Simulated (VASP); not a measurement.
# MgO (e600) (Fm-3m) in VASP: a series of runs

Runs on MgO (e600). Level: PBE. Tasks: vibrations by perturbation theory, elastic constants.

Program: VASP 6.6.1. These are calculated values, not measurements. Logs are shortened: lines on timing, memory, paths and dates and some standing lists are left out, and cuts for length are marked.

## Step 1: The cell of the first run

It takes space group Fm-3m (No. 225, cubic). The conventional cell has a = 4.254 Å, b = 4.254 Å, c = 4.254 Å, α = 90.00°, β = 90.00°, γ = 90.00°. Mg (site symmetry m-3m) has 6 O at 2.13 Å within 2.8 Å. O (site symmetry m-3m) has 6 Mg at 2.13 Å within 2.8 Å.

## Step 2: Vibrations by perturbation theory, PBE

File INCAR:

```
ALGO = Normal
EDIFF = 1E-8
ENCUT = 520
GGA = PE
IBRION = 8
ISIF = 2
ISMEAR = 0
LASPH = True
LCHARG = False
LEPSILON = True
LREAL = False
LWAVE = False
NELM = 80
NSW = 1
PREC = Accurate
SIGMA = 0.01
```

File KPOINTS:

```
k-points
0
Gamma
  10 10 10
```

File POSCAR:

```
MgO
1.0
    0.0000000000      2.1269997919      2.1269997919
    2.1269997919      0.0000000000      2.1269997919
    2.1269997919      2.1269997919      0.0000000000
Mg O
1 1
Direct
    0.0000000000      0.0000000000      0.0000000000
    0.5000000000      0.5000000000      0.5000000000
```

Potentials or basis: VASP PAW PBE potentials, release 64 (Mg, O).

Command:

```bash
$ cat potpaw_PBE.64/Mg/POTCAR potpaw_PBE.64/O/POTCAR > POTCAR
$ mpirun -np 1 vasp_std > vasp.out
```

OUTCAR:

```text
EDIFF = 1E-8
   ENCUT = 520
   GGA = PE
   IBRION = 8
   ISIF = 2
   ISMEAR = 0
   LASPH = True
   LEPSILON = True
   LREAL = False
   NELM = 80
   NSW = 1
   PREC = Accurate

 ion  position               nearest neighbor table
   1  0.000  0.000  0.000-   2 2.13   2 2.13   2 2.13   2 2.13   2 2.13   2 2.13
   2  0.500  0.500  0.500-   1 2.13   1 2.13   1 2.13   1 2.13   1 2.13   1 2.13

  LATTYP: Found a face centered cubic cell.
 ALAT       =     4.2539995838

  Lattice vectors:

 A1 = (   0.0000000000,   2.1269997919,   2.1269997919)
 A2 = (   2.1269997919,   0.0000000000,   2.1269997919)
 A3 = (   2.1269997919,   2.1269997919,   0.0000000000)

Analysis of symmetry for initial positions (statically):
=====================================================================
 Subroutine PRICEL returns:
 Original cell was already a primitive cell.

 Routine SETGRP: Setting up the symmetry group for a
 face centered cubic supercell.

 Subroutine GETGRP returns: Found 48 space group operations
 (whereof 48 operations were pure point group operations)
 out of a pool of 48 trial point group operations.

The static configuration has the point symmetry O_h .

Analysis of symmetry for dynamics (positions and initial velocities):
=====================================================================
 Subroutine PRICEL returns:
 Original cell was already a primitive cell.

 Routine SETGRP: Setting up the symmetry group for a
 face centered cubic supercell.

 Subroutine GETGRP returns: Found 48 space group operations
 (whereof 48 operations were pure point group operations)
 out of a pool of 48 trial point group operations.

The dynamic configuration has the point symmetry O_h .

 Subroutine INISYM returns: Found 48 space group operations
 (whereof 48 operations are pure point group operations),
 and found     1 'primitive' translations

----------------------------------------------------------------------------------------

                                     Primitive cell

  volume of cell :      19.2456

  direct lattice vectors                    reciprocal lattice vectors
     0.000000000  2.126999792  2.126999792    -0.235072896  0.235072896  0.235072896
     2.126999792  0.000000000  2.126999792     0.235072896 -0.235072896  0.235072896
     2.126999792  2.126999792  0.000000000     0.235072896  0.235072896 -0.235072896

  length of vectors
     3.008031953  3.008031953  3.008031953     0.407158199  0.407158199  0.407158199

  position of ions in fractional coordinates (direct lattice)
     0.000000000  0.000000000  0.000000000
     0.500000000  0.500000000  0.500000000

  ion indices of the primitive-cell ions
   primitive index   ion index
                 1           1
                 2           2

----------------------------------------------------------------------------------------

 KPOINTS: k-points

Automatic generation of k-mesh.
 Grid dimensions read from file:
 generate k-points for:   10   10   10

 Generating k-lattice:

  Cartesian coordinates                     Fractional coordinates (reciprocal lattice)
    -0.023507290  0.023507290  0.023507290     0.100000000  0.000000000  0.000000000
     0.023507290 -0.023507290  0.023507290     0.000000000  0.100000000  0.000000000
     0.023507290  0.023507290 -0.023507290     0.000000000  0.000000000  0.100000000

  Length of vectors
     0.040715820  0.040715820  0.040715820

  Shift w.r.t. Gamma in fractional coordinates (k-lattice)
     0.000000000  0.000000000  0.000000000

 Subroutine IBZKPT returns following result:
 ===========================================

 Found     47 irreducible k-points:

 Following reciprocal coordinates:
            Coordinates               Weight
  0.000000  0.000000  0.000000      1.000000
  0.100000  0.000000  0.000000      8.000000
  0.200000  0.000000  0.000000      8.000000
[... 369 lines left out ...]
     0.000000000  2.126999792  2.126999792    -0.235072896  0.235072896  0.235072896
     2.126999792  0.000000000  2.126999792     0.235072896 -0.235072896  0.235072896
     2.126999792  2.126999792  0.000000000     0.235072896  0.235072896 -0.235072896

 POSITION                                       TOTAL-FORCE (eV/Angst)
 -----------------------------------------------------------------------------------
      0.00000      0.00000      0.00000         0.000000      0.000000     -0.000000
      2.12700      2.12700      2.12700        -0.000000     -0.000000      0.000000
 -----------------------------------------------------------------------------------
    total drift:                               -0.000000     -0.000000      0.000000

  FREE ENERGIE OF THE ION-ELECTRON SYSTEM (eV)
  ---------------------------------------------------
  free  energy   TOTEN  =       -11.9116685357 eV

  energy  without entropy=      -11.9116685357  energy(sigma->0) =      -11.91166854

 HEAD OF MICROSCOPIC STATIC DIELECTRIC TENSOR (INDEPENDENT PARTICLE, excluding Hartree and local field effects)
 ------------------------------------------------------
           3.234531     0.000000    -0.000000
           0.000000     3.234531     0.000000
          -0.000000     0.000000     3.234531
 ------------------------------------------------------

 Free energy of the ion-electron system (eV)
  ---------------------------------------------------
  ---------------------------------------------------
  free energy    TOTEN  =        -0.12748048 eV

  energy without entropy =       -0.12748048

------------------------ aborting loop because EDIFF is reached ----------------------------------------

--------------------------------------- Ionic step        2  -------------------------------------------

------------------------ aborting loop because EDIFF is reached ----------------------------------------

--------------------------------------- Ionic step        3  -------------------------------------------

------------------------ aborting loop because EDIFF is reached ----------------------------------------

 PIEZOELECTRIC TENSOR FIELD DIRECTION 3  (e Angst)
 -----------------------------------------------------------------------------
    -0.00015  0.00000 -0.00000           ( -0.00001  0.00000 -0.00000)
     0.00000 -0.00015 -0.00000           (  0.00000 -0.00001  0.00000)
    -0.00000 -0.00000 -0.00017           ( -0.00000  0.00000 -0.00001)

 PIEZOELECTRIC TENSOR FIELD DIRECTION 3  (C/m^2)
 -----------------------------------------------------------------------------
    -0.00013  0.00000 -0.00000
     0.00000 -0.00013 -0.00000
    -0.00000 -0.00000 -0.00014

--------------------------------------- Ionic step        4  -------------------------------------------

------------------------ aborting loop because EDIFF is reached ----------------------------------------

[... ionic steps 5 to 6 ...]

--------------------------------------- Ionic step        7  -------------------------------------------

 Free energy of the ion-electron system (eV)
  ---------------------------------------------------
  ---------------------------------------------------
  free energy    TOTEN  =        -0.36011688 eV

  energy without entropy =       -0.36011688

------------------------ aborting loop because EDIFF is reached ----------------------------------------

 INTERNAL STRAIN TENSOR  FOR ION    2  DIRECTION 1   (eV/Angst):
 -----------------------------------------------------------------------------
    -0.00446 -0.00000  0.00000
     0.00000  0.00694  0.00000
     0.00000  0.00000  0.00694

 MACROSCOPIC STATIC DIELECTRIC TENSOR (including local field effects in DFT)
 ------------------------------------------------------
           3.170768     0.000000     0.000000
           0.000000     3.170768    -0.000000
          -0.000000     0.000000     3.170768
 ------------------------------------------------------

 PIEZOELECTRIC TENSOR (including local field effects)  for field in x, y, z        (e  Angst)
          XX          YY          ZZ          XY          YZ          ZX
  --------------------------------------------------------------------------------
  x     0.00000     0.00000     0.00000     0.00000     0.00000     0.00000
  y     0.00000     0.00000     0.00000     0.00000     0.00000     0.00000
  z     0.00000     0.00000     0.00000     0.00000     0.00000     0.00000

 PIEZOELECTRIC TENSOR (including local field effects)  for field in x, y, z        (C/m^2)
          XX          YY          ZZ          XY          YZ          ZX
  --------------------------------------------------------------------------------
  x     0.00000     0.00000     0.00000     0.00000     0.00000     0.00000
  y     0.00000     0.00000     0.00000     0.00000     0.00000     0.00000
  z     0.00000     0.00000     0.00000     0.00000     0.00000     0.00000

 BORN EFFECTIVE CHARGES (including local field effects) (in |e|, cummulative output)
 ---------------------------------------------------------------------------------
 ion    1
    1     1.98157     0.00000    -0.00000
    2     0.00000     1.98157     0.00000
    3    -0.00000    -0.00000     1.98157
 ion    2
    1    -1.98157    -0.00000     0.00000
    2    -0.00000    -1.98157    -0.00000
    3     0.00000     0.00000    -1.98157

 INTERNAL STRAIN TENSOR FOR ION    2 for displacements in x,y,z  (eV/Angst):
          X           Y           Z          XY          YZ          ZX
  --------------------------------------------------------------------------------
  x     0.00000     0.00000     0.00000     0.00000     0.00000     0.00000
  y     0.00000     0.00000     0.00000     0.00000     0.00000     0.00000
  z     0.00000     0.00000     0.00000     0.00000     0.00000     0.00000

 SECOND DERIVATIVES (NOT SYMMETRIZED)
 ------------------------------------
               1X          1Y          1Z          2X          2Y          2Z
  1X    -4.787118    0.000000    0.000000    4.787118    0.000000    0.000000
  1Y     0.000000   -4.787118    0.000000    0.000000    4.787118    0.000000
  1Z     0.000000    0.000000   -4.787118    0.000000    0.000000    4.787118
  2X     4.805583    0.000000    0.000000   -4.805583    0.000000    0.000000
  2Y     0.000000    4.805583    0.000000    0.000000   -4.805583    0.000000
  2Z     0.000000    0.000000    4.805583    0.000000    0.000000   -4.805583

 Eigenvectors and eigenvalues of the dynamical matrix
 ----------------------------------------------------

   1 f  =   11.024633 THz    69.269815 2PiTHz  367.742188 cm-1    45.594200 meV
             X         Y         Z           dx          dy          dz
      0.000000  0.000000  0.000000     0.000000    0.629327    0.000000
      2.127000  2.127000  2.127000     0.000000   -0.777141    0.000000
[... 21 lines left out ...]
   6 f/i=    0.010379 THz     0.065213 2PiTHz    0.346203 cm-1     0.042924 meV
             X         Y         Z           dx          dy          dz
      0.000000  0.000000  0.000000     0.000000    0.000000    0.777141
      2.127000  2.127000  2.127000     0.000000    0.000000    0.629327

--------------------------------------------------------------------------------------------------------

 MACROSCOPIC STATIC DIELECTRIC TENSOR IONIC CONTRIBUTION
 ------------------------------------------------------
           7.697322     0.000000    -0.000000
           0.000000     7.697322    -0.000000
          -0.000000    -0.000000     7.697322
 ------------------------------------------------------

 ELASTIC MODULI CONTR FROM IONIC RELAXATION (kBar)
 Direction    XX          YY          ZZ          XY          YZ          ZX
 --------------------------------------------------------------------------------
 XX           0.0000      0.0000      0.0000      0.0000      0.0000      0.0000
 YY           0.0000      0.0000      0.0000      0.0000      0.0000      0.0000
 ZZ           0.0000      0.0000      0.0000      0.0000      0.0000      0.0000
 XY           0.0000      0.0000      0.0000      0.0000      0.0000      0.0000
 YZ           0.0000      0.0000      0.0000      0.0000      0.0000      0.0000
 ZX           0.0000      0.0000      0.0000      0.0000      0.0000      0.0000
 --------------------------------------------------------------------------------

 PIEZOELECTRIC TENSOR IONIC CONTR  for field in x, y, z        (C/m^2)
          XX          YY          ZZ          XY          YZ          ZX
  --------------------------------------------------------------------------------
  x     0.00000     0.00000     0.00000     0.00000     0.00000     0.00000
  y     0.00000     0.00000     0.00000     0.00000     0.00000     0.00000
  z     0.00000     0.00000     0.00000     0.00000     0.00000     0.00000
```

Wall time 76 s (1 thread of Intel Xeon 6975P-C, shared host); peak memory 0.18 GiB.

What came out:

- Electronic dielectric tensor (diagonal): 3.17
- Born charges (mean of the diagonal): Mg +1.98; O -1.98 e
- Highest phonon frequency at Γ, LO-TO splitting left out: 368 cm⁻¹

Phonon frequencies in cm⁻¹ (negative: imaginary):
```tsv
q point	frequencies
(0.000, 0.000, 0.000)	0 0 0 368 368 368
```

Electronic dielectric tensor:
```
3.17 0.00 0.00
0.00 3.17 0.00
0.00 0.00 3.17
```

Born effective charge tensors (e):
atom 1, Mg
```
1.98 0.00 0.00
0.00 1.98 0.00
0.00 0.00 1.98
```
atom 2, O
```
-1.98  0.00  0.00
 0.00 -1.98  0.00
 0.00  0.00 -1.98
```

## Step 3: Elastic constants, PBE

File INCAR:

```
  PREC = Accurate
  ENCUT = 600
  EDIFF = 1E-8
  ISMEAR = 0
  SIGMA = 0.01
  LREAL = F
  LASPH = T
  NELM = 80
  ALGO = Normal
  ISIF = 3
  LWAVE = F
  LCHARG = T
  GGA = PE
  IBRION = 6
  NFREE = 2
  POTIM = 0.015
  NSW = 1
```

File KPOINTS:

```
Automatic mesh
0
Gamma
  10 10 10
```

POSCAR is that of step 2.

Potentials or basis: VASP PAW PBE potentials, release 64 (Mg, O).

Command:

```bash
$ cat potpaw_PBE.64/Mg/POTCAR potpaw_PBE.64/O/POTCAR > POTCAR
$ mpirun -np 1 vasp_std > vasp.out
```

Run time: 3.6 min. Hardware: 1 thread of Intel Xeon 6975P-C, shared host; peak memory 0.24 GiB.

Results (log left out):

```
Elastic constants C11, C12, C44                         : 267, 90, 142 GPa
Voigt bulk modulus                                      : 149 GPa
Highest phonon frequency at Γ, LO-TO splitting left out : 367 cm⁻¹
```

Phonon frequencies in cm⁻¹ (negative: imaginary):
```
              q point        frequencies
(0.000, 0.000, 0.000)  0 0 0 367 367 367
```

Elastic tensor in Voigt notation (GPa, in the Cartesian axes of the cell as first typed):
```
267  90  90   0   0   0
 90 267  90   0   0   0
 90  90 267   0   0   0
  0   0   0 142   0   0
  0   0   0   0 142   0
  0   0   0   0   0 142
```

Clamped-ion elastic tensor (GPa):
```
267  90  90   0   0   0
 90 267  90   0   0   0
 90  90 267   0   0   0
  0   0   0 142   0   0
  0   0   0   0 142   0
  0   0   0   0   0 142
```
